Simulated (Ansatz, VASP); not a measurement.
# Sc in VASP and in Ansatz

INCAR

```
SYSTEM = Sc
  AGGAC = 0.0
  ALDAC = 0.0
  ALGO = Fast
  EDIFF = 1E-6
  ENCUT = 520
  GGA = PE
  ISIF = 2
  ISMEAR = 0
  LASPH = .TRUE.
  LCHARG = .FALSE.
  LREAL = .FALSE.
  LWAVE = .FALSE.
  NBANDS = 12
  NELM = 60
  PREC = Accurate
  SIGMA = 0.01
```

KPOINTS

```
k-points
0
G
  10 10 10
  0 0 0
```

The input POSCAR:

```
Sc
1.0
    0.0000000000      2.2600000000      2.2600000000
    2.2600000000      0.0000000000      2.2600000000
    2.2600000000      2.2600000000      0.0000000000
Sc
1
Direct
    0.0000000000      0.0000000000      0.0000000000
```

The input input.yaml:

```yaml
crystal:
  lattice:
    - [0.0, 2.26, 2.26]
    - [2.26, 0.0, 2.26]
    - [2.26, 2.26, 0.0]
  atoms:
    - { symbol: Sc, position: [0.0, 0.0, 0.0] }
hamiltonian:
  xc: { exchange: pbe, correlation: none }
  pseudopotentials: { kind: paw }
kpoints:
  mp_grid: { grid: [10, 10, 10] }
scf:
  occupations: { method: gaussian, width: 0.01 }
output:
  forces: true
  stress: true
  eigenvalues: true
  write_density: true
  write_potential: true
  elf: true
  volumetric_format: npy
```

Alike in both runs: functional PBE exchange alone; k mesh 10 × 10 × 10; occupations gaussian, width 0.01 eV; no spin polarisation.

|  | VASP | Ansatz |
| --- | --- | --- |
| version | VASP 6.6.1 | Ansatz 0.2.0 |
| potentials or method | VASP PAW PBE potentials, release 64 (Sc_sv) | Ansatz PAW |
| plane-wave cutoff (eV) | 520 | 420 |
| valence electrons in the cell | 11 | 11 |
| task | single point | electrostatic potential |

VASP gave:

```
gap on the k mesh at the Fermi level (eV) : none
pressure (GPa)                            : 11.3
```

Question: Estimate Ansatz's values.

Answer: gap on the k mesh at the Fermi level (eV): none; pressure (GPa): 11.2.

VASP's potentials were made for PBE, not for PBE exchange alone. A gap of «none» marks a metal or a gap that the smearing closes.
